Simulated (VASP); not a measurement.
Set up this calculation in VASP 6.6.1, as the native input.

| Quantity | Value |
| --- | --- |
| Task | single point |
| Functional | PBE |
| Potentials or basis | VASP PAW PBE potentials, release 64 (Al, P) |
| Cutoff | 500 eV |
| k mesh | 6 × 6 × 6 |
| Occupations | gaussian, width 0.01 eV |
| Spin | no spin polarisation |
| Dipole correction | no |
| Further INCAR settings | ALGO = Normal; EDIFF = 1e-06; NBANDS = 11 |

The structure of AlP lies in POSCAR:

```
AlP
1.0
    0.0000000000      2.6020305372      2.6020305372
    2.6020305372      0.0000000000      2.6020305372
    2.6020305372      2.6020305372      0.0000000000
Al P
1 1
Direct
    0.0000000000      0.0000000000      0.0000000000
    0.2500000000      0.2500000000      0.2500000000
```

One way to write it, as run:

INCAR

```
PREC = Accurate
ENCUT = 500
EDIFF = 1E-6
ISMEAR = 0
SIGMA = 0.01
LREAL = False
LASPH = True
NELM = 120
ALGO = Normal
ISIF = 2
LWAVE = False
LCHARG = False
GGA = PE
NBANDS = 11
GGA_COMPAT = False
```

KPOINTS

```
Automatic mesh
0
Gamma
  6 6 6
```

Potentials or basis: VASP PAW PBE potentials, release 64 (Al, P).

The run is started by

```bash
$ cat potpaw_PBE.64/Al/POTCAR potpaw_PBE.64/P/POTCAR > POTCAR
$ mpirun -np 1 vasp_std > vasp.out
```

It gave:

| Quantity | Value |
| --- | --- |
| Pressure | 19.8 GPa |
| Band gap on the k mesh | 1.25 eV, indirect (least direct gap 3.66 eV) |

Run time: 14 s on 1 thread of AMD EPYC 7R13, with other jobs on the host, peak memory 0.12 GiB.
